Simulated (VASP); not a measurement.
# Be (Im-3m) in VASP: notebook

Be is run at these levels: PBEsol; tasks: single point.

Program: VASP 6.6.1. These are calculated values, not measurements. Logs are shortened: lines on timing, memory, paths and dates and some standing lists are left out, and cuts for length are marked.

## 1. The cell of the first run

Symmetry: Im-3m, No. 229, cubic system. The conventional cell has a = 1.965 Å, b = 1.965 Å, c = 1.965 Å, α = 90.00°, β = 90.00°, γ = 90.00°. Within 2.3 Å of Be (site symmetry m-3m) lie 14 Be at 1.70 to 1.97 Å.

This isn't the form of Be at room conditions, which is hcp.

## 2. Single point, PBEsol

Contents of INCAR:

```
SYSTEM = Be
  PREC = Accurate
  ENCUT = 520
  EDIFF = 1E-6
  ISMEAR = -1
  SIGMA = 0.05
  LREAL = .False.
  LASPH = .True.
  NELM = 100
  ALGO = Normal
  ISIF = 2
  LWAVE = .False.
  LCHARG = .False.
  GGA = PS
  NBANDS = 7
```

Contents of KPOINTS:

```
regular mesh
0
Gamma
  27 27 27
  0 0 0
```

Contents of POSCAR:

```
Be
1.0
   -0.9825069843      0.9825069843      0.9825069843
    0.9825069843     -0.9825069843      0.9825069843
    0.9825069843      0.9825069843     -0.9825069843
Be
1
Direct
    0.0000000000      0.0000000000      0.0000000000
```

Potentials or basis: VASP PAW PBE potentials, release 64 (Be).

Run with:

```bash
$ cat potpaw_PBE.64/Be/POTCAR > POTCAR
$ mpirun -np 1 vasp_std > vasp.out
```

OUTCAR:

```text
SYSTEM = Be
   PREC = Accurate
   ENCUT = 520
   EDIFF = 1E-6
   ISMEAR = -1
   LREAL = .False.
   LASPH = .True.
   NELM = 100
   ISIF = 2
   GGA = PS

 ion  position               nearest neighbor table
   1  0.000  0.000  0.000-

  LATTYP: Found a body centered cubic cell.
 ALAT       =     1.9650139686

  Lattice vectors:

 A1 = (  -0.9825069843,   0.9825069843,   0.9825069843)
 A2 = (   0.9825069843,  -0.9825069843,   0.9825069843)
 A3 = (   0.9825069843,   0.9825069843,  -0.9825069843)

Analysis of symmetry for initial positions (statically):
=====================================================================
 Subroutine PRICEL returns:
 Original cell was already a primitive cell.

 Routine SETGRP: Setting up the symmetry group for a
 body centered cubic supercell.

 Subroutine GETGRP returns: Found 48 space group operations
 (whereof 48 operations were pure point group operations)
 out of a pool of 48 trial point group operations.

The static configuration has the point symmetry O_h .

Analysis of symmetry for dynamics (positions and initial velocities):
=====================================================================
 Subroutine PRICEL returns:
 Original cell was already a primitive cell.

 Routine SETGRP: Setting up the symmetry group for a
 body centered cubic supercell.

 Subroutine GETGRP returns: Found 48 space group operations
 (whereof 48 operations were pure point group operations)
 out of a pool of 48 trial point group operations.

The dynamic configuration has the point symmetry O_h .

 Subroutine INISYM returns: Found 48 space group operations
 (whereof 48 operations are pure point group operations),
 and found     1 'primitive' translations

----------------------------------------------------------------------------------------

                                     Primitive cell

  volume of cell :       3.7937

  direct lattice vectors                    reciprocal lattice vectors
    -0.982506984  0.982506984  0.982506984     0.000000000  0.508902235  0.508902235
     0.982506984 -0.982506984  0.982506984     0.508902235  0.000000000  0.508902235
     0.982506984  0.982506984 -0.982506984     0.508902235  0.508902235  0.000000000

  length of vectors
     1.701752016  1.701752016  1.701752016     0.719696442  0.719696442  0.719696442

  position of ions in fractional coordinates (direct lattice)
     0.000000000  0.000000000  0.000000000

  ion indices of the primitive-cell ions
   primitive index   ion index
                 1           1

----------------------------------------------------------------------------------------

 KPOINTS: regular mesh

Automatic generation of k-mesh.
 Grid dimensions read from file:
 generate k-points for:   27   27   27

 Generating k-lattice:

  Cartesian coordinates                     Fractional coordinates (reciprocal lattice)
     0.000000000  0.018848231  0.018848231     0.037037037  0.000000000  0.000000000
     0.018848231  0.000000000  0.018848231     0.000000000  0.037037037  0.000000000
     0.018848231  0.018848231  0.000000000     0.000000000  0.000000000  0.037037037

  Length of vectors
     0.026655424  0.026655424  0.026655424

  Shift w.r.t. Gamma in fractional coordinates (k-lattice)
     0.000000000  0.000000000  0.000000000

 Subroutine IBZKPT returns following result:
 ===========================================

 Found    560 irreducible k-points:

 Following reciprocal coordinates:
            Coordinates               Weight
  0.000000  0.000000  0.000000      1.000000
  0.037037  0.000000  0.000000     12.000000
  0.074074  0.000000  0.000000     12.000000
  0.111111  0.000000  0.000000     12.000000
  0.148148  0.000000  0.000000     12.000000
  0.185185  0.000000  0.000000     12.000000
[... 16 lines left out ...]
  0.333333  0.037037  0.000000     48.000000
  0.370370  0.037037  0.000000     48.000000
 [... further k-points ...]
   k-points           NKPTS =    560   k-points in BZ     NKDIM =    560   number of bands    NBANDS=      7
   number of dos      NEDOS =    301   number of ions     NIONS =      1
   total plane-waves  NPLWV =   2744
   dimension x,y,z NGX =    14 NGY =   14 NGZ =   14
   dimension x,y,z NGXF=    28 NGYF=   28 NGZF=   28
   ions per type =               1
   NGX,Y,Z   is equivalent  to a cutoff of  13.68, 13.68, 13.68 a.u.
   NGXF,Y,Z  is equivalent  to a cutoff of  27.35, 27.35, 27.35 a.u.
 SYSTEM =  Be
   PREC   = accura    normal or accurate (medium, high low for compatibility)
   ISTART =      0    job   : 0-new  1-cont  2-samecut
   ICHARG =      2    charge: 1-file 2-atom 10-const
   ISPIN  =      1    spin polarized calculation?
   LNONCOLLINEAR =      F non collinear calculations
   LSORBIT =      F    spin-orbit coupling
   LASPH  =      T    aspherical Exc in radial PAW
   ENCUT  =  520.0 eV  38.22 Ry    6.18 a.u.   3.16  3.16  3.16*2*pi/ulx,y,z
   NELM   =    100;   NELMIN=  2; NELMDL= -5     # of ELM steps
   EDIFF  = 0.1E-05   stopping-criterion for ELM
   LREAL  =      F    real-space projection
   EDIFFG = 0.1E-04   stopping-criterion for IOM
   NSW    =      0    number of steps for IOM
   IBRION =     -1    ionic relax: 0-MD 1-quasi-New 2-CG
   NFREE  =      0    steps in history (QN), initial steepest desc. (CG)
   ISIF   =      2    stress and relaxation
   ISYM   =      2    0-nonsym 1-usesym 2-fastsym
   POTIM  = 0.5000    time-step for ionic-motion
   TEBEG  =    0.0;   TEEND  =   0.0 temperature during run
   PSTRESS=    0.0 pullay stress
   NELECT =       2.0000    total number of electrons
   NUPDOWN=      -1.0000    fix difference up-down
   EMIN   =  10.00;   EMAX   =-10.00  energy-range for DOS
   EFERMI =   0.00;   METHOD = LEGACY
   ISMEAR =    -1;   SIGMA  =   0.05  broadening in eV -4-tet -1-fermi 0-gaus
   EFERMI_NEDOS =   21; number of points for ismear=-14 and -15
   IALGO  =     38    algorithm
   IMIX   =      4    mixing-type and parameters
     AMIX     =   0.40;   BMIX     =  1.00
     AMIX_MAG =   1.60;   BMIX_MAG =  1.00
  volume/ion in A,a.u.               =       3.79        25.60
  Fermi-wavevector in a.u.,A,eV,Ry     =   1.322501  2.499164 23.796694  1.749008
  Thomas-Fermi vector in A             =   2.452177
   LORBIT       =      0    0 simple, 1 ext, 2 COOP (PROOUT), +10 PAW based schemes
   GGA     = PS    functional components
   LHFCALC =     F    Hartree Fock is set to
   AEXX    =    0.0000 exact exchange contribution
   IVDW    =     0    specifies the selected vdW correction
   LEPSILON=     F    determine dielectric tensor
   LRPA    =     F    only Hartree local field effects (RPA)
 non-spin polarized calculation
  energy-cutoff  :      520.00
  volume of cell :        3.79
 maximum number of plane-waves:       116
 NGX is ok and might be reduce to    14
   NGX =  7   NGY =  7   NGZ =  7

 number of electron       2.0000000 magnetization

 Free energy of the ion-electron system (eV)
  ---------------------------------------------------
  ext. energy  EPLUGINS =         0.00000000
  ---------------------------------------------------
  free energy    TOTEN  =        -1.75970382 eV

  energy without entropy =       -1.75901692  energy(sigma->0) =       -1.75936037

 E-fermi :  15.8257     XC(G=0): -13.3061

 val. band max:       15.8187093286   @ k =  -0.4074   0.4074   0.4074
 cond. band min:      15.8271688008   @ k =  -0.4074  -0.4074   0.2222
 fundamental gap:      0.0084594722
 Fermi energy:        15.8256992795

 k-point     1 :       0.0000    0.0000    0.0000
  band No.  band energies     occupation
      1      -0.3587      2.00000
      2      50.5943      0.00000
      3      50.5943      0.00000
      4      50.5943      0.00000
      5      65.4307      0.00000
      6      65.4307      0.00000
      7      65.4307      0.00000

 k-point     2 :       0.0370    0.0000    0.0000
  band No.  band energies     occupation
      1      -0.3080      2.00000
      2      50.1363      0.00000
      3      50.1611      0.00000
      4      50.4599      0.00000
      5      64.0441      0.00000
      6      64.1267      0.00000
      7      66.0743      0.00000

 k-point     3 :       0.0741    0.0000    0.0000
  band No.  band energies     occupation
      1      -0.1550      2.00000
      2      48.7004      0.00000
      3      49.0450      0.00000
      4      50.0623      0.00000
      5      61.4653      0.00000
      6      61.9107      0.00000
      7      66.2665      0.00000

 k-point     4 :       0.1111    0.0000    0.0000
  band No.  band energies     occupation
      1       0.1020      2.00000
      2      46.2952      0.00000
      3      47.5784      0.00000
      4      49.4256      0.00000
      5      59.6935      0.00000
      6      59.6978      0.00000
      7      65.5199      0.00000

 k-point     5 :       0.1481    0.0000    0.0000
  band No.  band energies     occupation
      1       0.4656      2.00000
      2      43.2174      0.00000
      3      46.0042      0.00000
      4      48.6002      0.00000
      5      57.6251      0.00000
      6      58.7991      0.00000
      7      65.2673      0.00000

 k-point     6 :       0.1852    0.0000    0.0000
  band No.  band energies     occupation
      1       0.9384      2.00000
      2      39.8459      0.00000
      3      44.4580      0.00000
      4      47.6576      0.00000
      5      55.7427      0.00000
      6      58.4972      0.00000
      7      65.4646      0.00000

 k-point     7 :       0.2222    0.0000    0.0000
  band No.  band energies     occupation
      1       1.5221      2.00000
      2      36.4373      0.00000
      3      43.0123      0.00000
      4      46.6732      0.00000
      5      54.0601      0.00000
      6      58.5870      0.00000
      7      66.0527      0.00000
[... 121 lines left out ...]
 k-point    20 :       0.2222    0.0370    0.0000
  band No.  band energies     occupation
      1       1.8986      2.00000
      2      34.7330      0.00000
      3      42.0959      0.00000
      4      45.4674      0.00000
      5      54.2662      0.00000
      6      58.5647      0.00000
      7      66.6773      0.00000

 k-point    21 :       0.2593    0.0370    0.0000
  band No.  band energies     occupation
      1       2.6476      2.00000
      2      31.5165      0.00000
      3      40.8935      0.00000
      4      44.4677      0.00000
      5      53.0079      0.00000
      6      59.0374      0.00000
      7      67.7620      0.00000

 k-point    22 :       0.2963    0.0370    0.0000
  band No.  band energies     occupation
      1       3.4942      2.00000
      2      28.5209      0.00000
      3      39.8570      0.00000
      4      43.5751      0.00000
      5      51.9272      0.00000
      6      59.6855      0.00000
      7      69.0901      0.00000

 k-point    23 :       0.3333    0.0370    0.0000
  band No.  band energies     occupation
      1       4.4142      2.00000
      2      25.8067      0.00000
      3      38.9979      0.00000
      4      42.8174      0.00000
      5      51.0337      0.00000
      6      60.4427      0.00000
      7      70.6128      0.00000

 k-point    24 :       0.3704    0.0370    0.0000
  band No.  band energies     occupation
      1       5.3586      2.00000
      2      23.4465      0.00000
      3      38.3238      0.00000
      4      42.2132      0.00000
      5      50.3339      0.00000
      6      61.2273      0.00000
      7      72.2653      0.00000

 [... further k-points ...]

------------------------ aborting loop because EDIFF is reached ----------------------------------------

  FORCE on cell =-STRESS in cart. coord.  units (eV):
  Direction    XX          YY          ZZ          XY          YZ          ZX
  --------------------------------------------------------------------------------------
  -------------------------------------------------------------------------------------
  Total        6.9408843      6.9408843      6.9408843      0.0000000      0.0000000     -0.0000000
  in kB     2931.2877782   2931.2877782   2931.2877782      0.0000000      0.0000000     -0.0000000
  external PRESSURE =    2931.2877782 kB  Pullay stress =       0.0000000 kB

 VOLUME and BASIS-vectors are now :
 -----------------------------------------------------------------------------
  energy-cutoff  :      520.00
  volume of cell :        3.79
      direct lattice vectors                 reciprocal lattice vectors
    -0.982506984  0.982506984  0.982506984     0.000000000  0.508902235  0.508902235
     0.982506984 -0.982506984  0.982506984     0.508902235  0.000000000  0.508902235
     0.982506984  0.982506984 -0.982506984     0.508902235  0.508902235  0.000000000

 POSITION                                       TOTAL-FORCE (eV/Angst)
 -----------------------------------------------------------------------------------
      0.00000      0.00000      0.00000         0.000000     -0.000000     -0.000000
 -----------------------------------------------------------------------------------
    total drift:                               -0.000000     -0.000000      0.000000

  FREE ENERGIE OF THE ION-ELECTRON SYSTEM (eV)
  ---------------------------------------------------
  free  energy   TOTEN  =        -1.7597038238 eV

  energy  without entropy=       -1.7590169171  energy(sigma->0) =       -1.75936037
```

Run time: 6.3 s. Hardware: 1 thread of Intel Xeon Platinum 8559C (Emerald Rapids), shared host; peak memory 0.11 GiB.

Results:

```
Free energy            : -1.7597 eV
Pressure               : 293.1 GPa
Band gap on the k mesh : zero (bands 1 and 2 overlap by 8.91 eV)
```

Caveat: the cell stands under pressure; the PAW data sets were made with another functional, which shifts forces and pressure a little.

## 3. Single point, PBEsol

Contents of INCAR:

```
SYSTEM = Be
ALGO = Normal
EDIFF = 1E-7
ENCUT = 520
GGA = PS
ISIF = 2
ISMEAR = -1
LASPH = .TRUE.
LCHARG = .FALSE.
LREAL = .FALSE.
LWAVE = .FALSE.
NBANDS = 7
NELM = 80
PREC = Accurate
SIGMA = 0.05
```

Contents of KPOINTS:

```
k-points
0
G
  27 27 27
  0 0 0
```

Contents of POSCAR:

```
Be
1.0
   -0.9820254619      0.9820254619      0.9820254619
    0.9820254619     -0.9820254619      0.9820254619
    0.9820254619      0.9820254619     -0.9820254619
Be
1
Direct
    0.0000000000      0.0000000000      0.0000000000
```

Potentials or basis: VASP PAW PBE potentials, release 64 (Be).

Run with:

```bash
$ cat potpaw_PBE.64/Be/POTCAR > POTCAR
$ mpirun -np 1 vasp_std > vasp.out
```

Wall time 9.8 s (1 thread of Intel Xeon Platinum 8559C (Emerald Rapids), shared host); peak memory 0.11 GiB.

The run converged. Its results:

```
Free energy            : -1.7495 eV
Pressure               : 294.4 GPa
Band gap on the k mesh : zero (bands 1 and 2 overlap by 8.92 eV)
```

Levels at points of the mesh, in eV from the Fermi level:
```csv
k point,band 1,band 2,band 3,band 4
"(0.00, 0.00, 0.00)",-16.19,34.81,34.81,34.81
```

Caveat: the cell stands under pressure; the PAW data sets were made with another functional, which shifts forces and pressure a little.
